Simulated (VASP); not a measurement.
# SiC (a cell with a defect) in VASP: notebook, part 2 of 2

VASP 6.6.1.

### 3 Single point, PBEsol

Contents of INCAR:

```
SYSTEM = SiC
ALGO     = Normal         ! electronic algorithm
EDIFF    = 1E-6           ! SCF threshold, eV
ENCUT    = 520            ! plane-wave cutoff, eV
GGA      = PS             ! functional
ISIF     = 2              ! what is computed and relaxed
ISMEAR   = -1             ! smearing method
LASPH    = .True.         ! aspherical terms in the spheres
LCHARG   = .False.        ! write CHGCAR
LREAL    = Auto         
LWAVE    = .False.        ! write WAVECAR
NBANDS   = 241            ! bands
NELECT   = 378.0        
NELM     = 100            ! most SCF steps
PREC     = Accurate       ! precision mode
SIGMA    = 0.05           ! smearing width, eV
```

Contents of KPOINTS:

```
k-points
0
Gamma
  1 1 1
  0 0 0
```

Contents of POSCAR:

```
SiC
1.0
    9.2342040000      0.0000000000      0.0000000000
    0.0000000000     10.6627400000      0.0000000000
    0.0000000000      0.0000000000     10.0759470000
Si C
47 47
Direct
    0.0001570000      0.0026250000      0.5000890000
    0.3326640000      0.0007120000      0.4995070000
    0.1673980000      0.2575430000      0.4954270000
    0.0005320000      0.5002120000      0.5010050000
    0.6677470000      0.0000610000      0.5005830000
    0.5003010000      0.2538880000      0.4993580000
    0.1712030000      0.7491560000      0.4986710000
    0.8316290000      0.2514390000      0.5003110000
    0.6595640000      0.5013880000      0.5004790000
    0.4950110000      0.7487230000      0.4984860000
    0.8336350000      0.7489410000      0.5000360000
    0.9986820000      0.1671490000      0.2499240000
    0.3340390000      0.1667570000      0.2496730000
    0.1691440000      0.4155270000      0.2538490000
    0.0012220000      0.6667000000      0.2499610000
    0.6653980000      0.1670710000      0.2512420000
    0.4999230000      0.4167930000      0.2536650000
    0.3330150000      0.6676520000      0.2545530000
    0.1665910000      0.9159770000      0.2513050000
    0.8313970000      0.4172390000      0.2512150000
    0.6658400000      0.6667860000      0.2497780000
    0.4996320000      0.9156550000      0.2512120000
    0.8335530000      0.9166710000      0.2498510000
    0.1664730000      0.0849880000      0.7473310000
    0.9999160000      0.3339740000      0.7494310000
    0.4997290000      0.0837300000      0.7491050000
    0.3332490000      0.3377230000      0.7469710000
    0.1705270000      0.5818550000      0.7473570000
    0.0004980000      0.8331440000      0.7489140000
    0.8326310000      0.0837520000      0.7499060000
    0.6648980000      0.3340220000      0.7492200000
    0.4940130000      0.5813200000      0.7477260000
    0.3328060000      0.8324990000      0.7489310000
    0.8326190000      0.5829130000      0.7489180000
    0.6656210000      0.8322970000      0.7492710000
    0.9996290000      0.9999000000      0.9997340000
    0.3330720000      0.9990950000      0.9999340000
    0.1671890000      0.2499680000      0.0002050000
    0.0008950000      0.4999290000      0.0012990000
    0.6663360000      0.9991050000      0.0003070000
    0.4987070000      0.2490450000      0.0003200000
    0.3320860000      0.4992440000      0.9987950000
    0.1655440000      0.7494240000      0.0003730000
    0.8322650000      0.2502840000      0.0004030000
    0.6657880000      0.5002990000      0.0002950000
    0.5000210000      0.7490390000      0.0004830000
    0.8335790000      0.7495080000      0.0001550000
    0.9999590000      0.0003160000      0.1870800000
    0.3329520000      0.9995460000      0.1873530000
    0.1660220000      0.2498210000      0.1887620000
    0.0013610000      0.4982510000      0.1909160000
    0.6665510000      0.9997400000      0.1875130000
    0.4994110000      0.2493950000      0.1863930000
    0.3328770000      0.4998920000      0.1887750000
    0.1655280000      0.7502000000      0.1863830000
    0.8321830000      0.2503230000      0.1875640000
    0.6668150000      0.5004780000      0.1860810000
    0.5006710000      0.7499990000      0.1861770000
    0.8338950000      0.7495880000      0.1874200000
    0.9994120000      0.0012420000      0.6873400000
    0.3327140000      0.0006740000      0.6870980000
    0.1659580000      0.2534020000      0.6842220000
    0.0005250000      0.5000840000      0.6874110000
    0.6668270000      0.9998080000      0.6879730000
    0.4994450000      0.2499980000      0.6873470000
    0.3311070000      0.4994530000      0.7000680000
    0.1659980000      0.7505060000      0.6871010000
    0.8326990000      0.2507590000      0.6878460000
    0.6657500000      0.5009610000      0.6881460000
    0.4995350000      0.7502340000      0.6873180000
    0.8334110000      0.7500550000      0.6871540000
    0.9999400000      0.1710280000      0.4379080000
    0.3328250000      0.1692750000      0.4378250000
    0.0018590000      0.6664000000      0.4380660000
    0.6677220000      0.1650130000      0.4394610000
    0.5132980000      0.4102160000      0.4327150000
    0.3324330000      0.6836100000      0.4314710000
    0.1639650000      0.9200780000      0.4393120000
    0.8356530000      0.4181900000      0.4390860000
    0.6667550000      0.6688690000      0.4381410000
    0.5014520000      0.9199040000      0.4395000000
    0.8355690000      0.9173030000      0.4384530000
    0.1662080000      0.0834420000      0.9376750000
    0.9997710000      0.3325810000      0.9387540000
    0.4999240000      0.0816240000      0.9379120000
    0.3326580000      0.3301230000      0.9393670000
    0.1642060000      0.5836080000      0.9394700000
    0.9992150000      0.8333890000      0.9375220000
    0.8328170000      0.0831710000      0.9385980000
    0.6657560000      0.3326340000      0.9383080000
    0.5001850000      0.5830820000      0.9396830000
    0.3327780000      0.8323310000      0.9381480000
    0.8340880000      0.5820580000      0.9386670000
    0.6670910000      0.8323510000      0.9378630000
```

Potentials or basis: VASP PAW PBE potentials, release 64 (Si, C).

Launch:

```
> cat potpaw_PBE.64/Si/POTCAR potpaw_PBE.64/C/POTCAR > POTCAR
> mpirun -np 1 vasp_gam > vasp.out
```

Wall time 7.4 min (1 thread of Intel Xeon Platinum 8259CL at 2.50GHz (Skylake/Cascade Lake), shared host); peak memory 0.86 GiB.

Results (log left out):

| Property | Result |
| --- | --- |
| Free energy | -719.1130 eV |
| Largest force | 0.037 eV/Å |

Forces in eV/Å, atoms in the order of the input:
```
Si  -0.002  0.008 -0.005
Si   0.002  0.001 -0.004
Si  -0.002  0.031 -0.021
Si   0.010 -0.008 -0.001
Si   0.003 -0.002 -0.002
Si  -0.004 -0.018  0.000
Si  -0.013  0.002  0.000
Si   0.006  0.000 -0.005
Si   0.013  0.012  0.006
Si   0.013  0.004  0.002
Si   0.000  0.003 -0.005
Si   0.001 -0.001  0.005
Si  -0.004  0.000  0.000
Si  -0.005 -0.013  0.033
Si   0.001 -0.004  0.001
Si   0.002  0.000  0.001
Si  -0.004 -0.001 -0.017
Si  -0.001 -0.002 -0.016
Si  -0.003  0.005  0.001
Si   0.005 -0.003  0.004
Si   0.000  0.002  0.000
Si  -0.004 -0.001  0.005
Si   0.002  0.001  0.003
Si   0.001  0.002  0.004
Si   0.000  0.000  0.002
Si   0.001 -0.006  0.002
Si  -0.005 -0.018  0.006
Si  -0.016  0.005  0.004
Si  -0.003  0.008  0.001
Si   0.003  0.000  0.003
Si   0.004 -0.002  0.005
Si   0.013  0.009  0.007
Si   0.004  0.008  0.004
Si   0.007 -0.002  0.009
Si  -0.001  0.004  0.003
Si   0.000  0.004  0.001
Si  -0.006  0.005  0.000
Si  -0.002 -0.002  0.011
Si   0.001  0.000  0.011
Si   0.002  0.001  0.000
Si  -0.001 -0.001  0.001
Si   0.001  0.002 -0.002
Si   0.003  0.000  0.001
Si   0.001 -0.001  0.001
Si   0.001  0.003 -0.006
Si  -0.002  0.000  0.000
Si  -0.003 -0.002  0.003
C    0.002  0.000  0.000
C    0.003  0.002  0.003
C    0.002 -0.008 -0.016
C   -0.002  0.005 -0.006
C   -0.003  0.000  0.002
C    0.001  0.006  0.008
C    0.012  0.013 -0.002
C    0.003 -0.004  0.011
C    0.003 -0.003  0.000
C   -0.002 -0.007  0.011
C   -0.005 -0.002  0.005
C    0.000  0.000  0.002
C    0.002 -0.004  0.000
C    0.004 -0.005 -0.001
C   -0.001  0.008  0.012
C    0.000  0.006  0.008
C   -0.004  0.000 -0.004
C   -0.003  0.003 -0.003
C    0.004  0.001 -0.028
C   -0.005 -0.007 -0.003
C    0.003  0.000  0.003
C   -0.006  0.004 -0.006
C    0.004  0.000 -0.005
C    0.000  0.000  0.001
C   -0.011 -0.009 -0.004
C    0.005 -0.006 -0.002
C    0.008  0.012 -0.004
C   -0.007  0.010 -0.011
C   -0.021  0.007  0.006
C    0.004 -0.025  0.001
C    0.005 -0.003  0.007
C   -0.007 -0.004  0.009
C    0.008  0.002  0.000
C   -0.002 -0.003 -0.008
C   -0.006 -0.012  0.005
C    0.001 -0.003 -0.003
C   -0.004 -0.005 -0.012
C    0.002  0.000 -0.003
C    0.003  0.006 -0.007
C    0.007  0.005 -0.003
C    0.000 -0.006 -0.001
C   -0.004  0.001  0.001
C    0.003  0.006 -0.002
C   -0.001 -0.005 -0.013
C   -0.001 -0.004 -0.004
C   -0.012  0.001  0.000
C   -0.001 -0.002 -0.002
```

Levels at points of the mesh, in eV from the Fermi level:
| k point | band 187 | band 188 | band 189 | band 190 | band 191 | band 192 |
| --- | --- | --- | --- | --- | --- | --- |
| (0.00, 0.00, 0.00) | -1.45 | -0.58 | -0.37 | 0.37 | 0.77 | 0.89 |

Caveat: the k points lie up to 0.68 Å⁻¹ apart; the cell carries a net charge on a neutralising background, which shifts energy and pressure; the cell is charged against a uniform background, so pressure and absolute levels hang on convention; the PAW data sets were made with another functional, which shifts forces and pressure a little.

### 4 Single point, PBEsol, collinear spin

Contents of INCAR:

```
SYSTEM = SiC
ALGO = Normal
EDIFF = 1E-6
ENCUT = 520
GGA = PS
ISIF = 2
ISMEAR = -1
ISPIN = 2
LASPH = .True.
LCHARG = .False.
LORBIT = 11
LREAL = Auto
LWAVE = .False.
MAGMOM = 0 0 0.167 0.167 0 0 0 0 0 0 0 0 0 0.167 0 0 0 0 0 0 0 0 0 0 0 0 0 0 0 0 0 0 0 0 0 0 0 0 0 0 0 0 0 0 0 0 0 0 0 0 0 0 0 0 0 0 0 0 0 0 0 0 0 0 0 0.167 0 0 0 0 0 0 0 0 0 0.167 0.167 0 0 0 0 0 0 0 0 0 0 0 0 0 0 0 0 0
NBANDS = 245
NELECT = 375.0
NELM = 150
PREC = Accurate
SIGMA = 0.05
```

KPOINTS is that of step 3.

Contents of POSCAR:

```
SiC
1.0
    9.2342040000      0.0000000000      0.0000000000
    0.0000000000     10.6627400000      0.0000000000
    0.0000000000      0.0000000000     10.0759470000
Si C
47 47
Direct
    0.9993480000      0.0007050000      0.5004680000
    0.3319650000      0.0007830000      0.4999910000
    0.1625980000      0.2498080000      0.4977190000
    0.9998810000      0.4977730000      0.4973520000
    0.6673000000      0.9995410000      0.5008390000
    0.4987610000      0.2498340000      0.5018750000
    0.1665210000      0.7511120000      0.5016120000
    0.8303770000      0.2499210000      0.5002930000
    0.6660000000      0.5032150000      0.5022620000
    0.5019590000      0.7512850000      0.5018470000
    0.8350620000      0.7492020000      0.5004080000
    0.9967370000      0.1659600000      0.2489270000
    0.3324590000      0.1666760000      0.2488850000
    0.1620910000      0.4154460000      0.2482540000
    0.9996650000      0.6673240000      0.2486310000
    0.6647130000      0.1665470000      0.2496920000
    0.4983340000      0.4166020000      0.2511370000
    0.3322160000      0.6676720000      0.2509020000
    0.1658430000      0.9169250000      0.2495930000
    0.8297660000      0.4161220000      0.2490200000
    0.6657730000      0.6670720000      0.2496420000
    0.4990780000      0.9168410000      0.2498190000
    0.8328380000      0.9167140000      0.2492250000
    0.1667440000      0.0840880000      0.7480680000
    0.9995730000      0.3333490000      0.7496120000
    0.5007020000      0.0826570000      0.7501310000
    0.3346160000      0.3322610000      0.7487150000
    0.1670190000      0.5853020000      0.7488040000
    0.0004550000      0.8343890000      0.7501400000
    0.8332160000      0.0837230000      0.7500300000
    0.6666320000      0.3334790000      0.7497970000
    0.5040340000      0.5857020000      0.7498540000
    0.3338380000      0.8338940000      0.7497520000
    0.8358410000      0.5834970000      0.7484440000
    0.6681780000      0.8337960000      0.7503680000
    0.9993630000      0.0003120000      0.9995440000
    0.3331460000      0.0001660000      0.9998900000
    0.1654570000      0.2500060000      0.9996960000
    0.9997240000      0.4993810000      0.9996670000
    0.6666500000      0.9996090000      0.0002130000
    0.4996420000      0.2492570000      0.9995170000
    0.3318660000      0.4995130000      0.9999760000
    0.1662090000      0.7506800000      0.9994930000
    0.8321980000      0.2496000000      0.9997320000
    0.6667430000      0.4996270000      0.9998500000
    0.4999810000      0.7506700000      0.0000960000
    0.8337100000      0.7499230000      0.9999620000
    0.9992660000      0.9998780000      0.1866530000
    0.3323390000      0.0000320000      0.1872340000
    0.1643070000      0.2496440000      0.1891060000
    0.9979350000      0.4992980000      0.1886240000
    0.6658550000      0.9996950000      0.1873460000
    0.4980600000      0.2503410000      0.1870730000
    0.3290570000      0.4989350000      0.1928150000
    0.1659070000      0.7498340000      0.1867150000
    0.8312130000      0.2498120000      0.1868490000
    0.6641640000      0.5001980000      0.1871820000
    0.4989750000      0.7495550000      0.1873990000
    0.8327400000      0.7495510000      0.1871160000
    0.0000800000      0.0013640000      0.6871960000
    0.3334030000      0.0010220000      0.6868850000
    0.1664810000      0.2537400000      0.6842200000
    0.0041800000      0.4987120000      0.6841420000
    0.6674980000      0.0001650000      0.6876240000
    0.5002530000      0.2494480000      0.6880420000
    0.3365900000      0.5017030000      0.7076490000
    0.1667060000      0.7513230000      0.6878770000
    0.8330530000      0.2506380000      0.6870850000
    0.6690870000      0.5008620000      0.6882350000
    0.5015230000      0.7516440000      0.6883070000
    0.8348850000      0.7501900000      0.6871710000
    0.9971860000      0.1684850000      0.4371890000
    0.3303710000      0.1704750000      0.4373670000
    0.0033090000      0.6643700000      0.4371350000
    0.6653320000      0.1658200000      0.4384040000
    0.5159100000      0.4096180000      0.4347210000
    0.3341900000      0.6864890000      0.4338890000
    0.1650270000      0.9190340000      0.4383670000
    0.8339780000      0.4166490000      0.4369200000
    0.6679220000      0.6686440000      0.4384740000
    0.5000490000      0.9196110000      0.4385320000
    0.8351090000      0.9167330000      0.4379760000
    0.1663750000      0.0842170000      0.9378820000
    0.9992180000      0.3327280000      0.9380450000
    0.5000580000      0.0822390000      0.9383560000
    0.3324920000      0.3317250000      0.9390080000
    0.1652750000      0.5834390000      0.9388070000
    0.9997680000      0.8335540000      0.9380860000
    0.8328440000      0.0830720000      0.9381600000
    0.6658740000      0.3328950000      0.9382260000
    0.5003910000      0.5833880000      0.9404400000
    0.3331330000      0.8331270000      0.9382510000
    0.8348210000      0.5822170000      0.9379170000
    0.6671340000      0.8326460000      0.9384710000
```

Launch:

```
> cat potpaw_PBE.64/Si/POTCAR potpaw_PBE.64/C/POTCAR > POTCAR
> mpirun -np 1 vasp_gam > vasp.out
```

Wall time 21 min (1 thread of Oxide Virtual Turin-like, shared host); peak memory 1.2 GiB.

Results (log left out):

| Quantity | Value |
| --- | --- |
| Free energy | -745.1347 eV |
| Largest force | 0.021 eV/Å |
| Net moment | 1.00 μB per cell |
| Site moments | Si +0.01, +0.00, -0.00, -0.01 (each value once); C +0.00, -0.00, +0.01, +0.03, -0.16, +0.26, +0.27, +0.02, -0.01, -0.02 (each value once) μB |
| Valence electrons inside the program's atomic spheres | Si 1.68, 1.67, 1.63, 1.69, 1.64, 1.66, 1.65 (each value once); C 2.54, 2.53, 2.51, 2.52, 2.44, 2.46 (each value once) |

Forces on the atoms (eV/Å):
```
Si   0.001  0.000  0.001
Si   0.001  0.000  0.004
Si   0.004  0.001  0.000
Si   0.017 -0.005 -0.009
Si   0.004 -0.003  0.000
Si  -0.005  0.001  0.004
Si  -0.001 -0.006  0.004
Si   0.000  0.004  0.002
Si  -0.004 -0.001  0.004
Si   0.000 -0.003  0.006
Si   0.002 -0.005  0.003
Si   0.006  0.000 -0.005
Si  -0.001  0.002  0.000
Si   0.000  0.005  0.020
Si  -0.002 -0.006 -0.001
Si  -0.002  0.003  0.000
Si  -0.006  0.003  0.002
Si   0.004 -0.003 -0.001
Si  -0.003 -0.002 -0.002
Si   0.002  0.001 -0.001
Si  -0.003  0.001 -0.001
Si   0.001 -0.003  0.002
Si   0.005 -0.001 -0.002
Si   0.000  0.003  0.000
Si   0.001  0.007 -0.004
Si  -0.001  0.005 -0.002
Si  -0.002  0.007 -0.001
Si   0.005 -0.007 -0.005
Si   0.003  0.001 -0.001
Si   0.004  0.005  0.000
Si  -0.005  0.000 -0.001
Si  -0.005 -0.002 -0.008
Si   0.002 -0.004 -0.003
Si   0.004 -0.006 -0.003
Si  -0.001  0.000  0.001
Si  -0.002  0.000  0.002
Si  -0.002 -0.002  0.003
Si   0.002  0.005  0.007
Si   0.004  0.002  0.007
Si   0.001  0.002  0.004
Si  -0.004  0.000  0.005
Si   0.002  0.000 -0.002
Si  -0.002  0.002  0.004
Si  -0.001  0.001  0.003
Si   0.000  0.005  0.005
Si   0.003 -0.001  0.004
Si  -0.001  0.002  0.003
C    0.000 -0.004 -0.002
C    0.002  0.002  0.003
C   -0.003 -0.010 -0.018
C   -0.014  0.004 -0.008
C   -0.004  0.001  0.001
C   -0.002 -0.001 -0.004
C    0.015  0.002 -0.002
C    0.000  0.002  0.001
C    0.002 -0.002 -0.004
C   -0.002  0.001 -0.001
C    0.001 -0.002 -0.007
C    0.002  0.003  0.001
C   -0.002 -0.008 -0.001
C    0.001 -0.002  0.000
C    0.000  0.009  0.000
C    0.006  0.001  0.017
C   -0.004 -0.002 -0.003
C   -0.001 -0.002 -0.005
C    0.001  0.003 -0.005
C   -0.002  0.000 -0.003
C    0.002 -0.003  0.000
C   -0.007  0.006 -0.002
C    0.004  0.003 -0.003
C    0.001  0.004  0.003
C    0.000  0.009  0.003
C    0.007  0.000  0.001
C    0.004  0.019  0.000
C   -0.006 -0.001 -0.002
C   -0.007  0.004  0.011
C    0.004 -0.019  0.005
C    0.005  0.002  0.008
C   -0.006 -0.010  0.005
C    0.001  0.003 -0.005
C    0.003 -0.007 -0.008
C   -0.006 -0.008  0.001
C    0.001  0.001 -0.005
C    0.001 -0.004 -0.003
C    0.001 -0.005 -0.006
C   -0.007 -0.003  0.001
C   -0.003  0.006  0.002
C   -0.001 -0.007 -0.004
C   -0.001  0.001 -0.004
C    0.001  0.004 -0.002
C    0.002 -0.006 -0.003
C   -0.002  0.001 -0.002
C   -0.012  0.010  0.001
C    0.002 -0.001 -0.003
```

Levels at points of the mesh, in eV from the Fermi level:
Spin up:
| k point | band 185 | band 186 | band 187 | band 188 | band 189 | band 190 | band 191 | band 192 |
| --- | --- | --- | --- | --- | --- | --- | --- | --- |
| (0.00, 0.00, 0.00) | -0.51 | -0.44 | -0.31 | -0.24 | 0.24 | 1.53 | 1.98 | 2.05 |
Spin down:
```
           k point  band 185  band 186  band 187  band 188  band 189  band 190
(0.00, 0.00, 0.00)     -0.50     -0.42     -0.29      0.26      0.56      1.53
```

Caveat: the k points lie up to 0.68 Å⁻¹ apart; the cell carries a net charge on a neutralising background, which shifts energy and pressure; the cell is charged against a uniform background, so pressure and absolute levels hang on convention; the PAW data sets were made with another functional, which shifts forces and pressure a little.
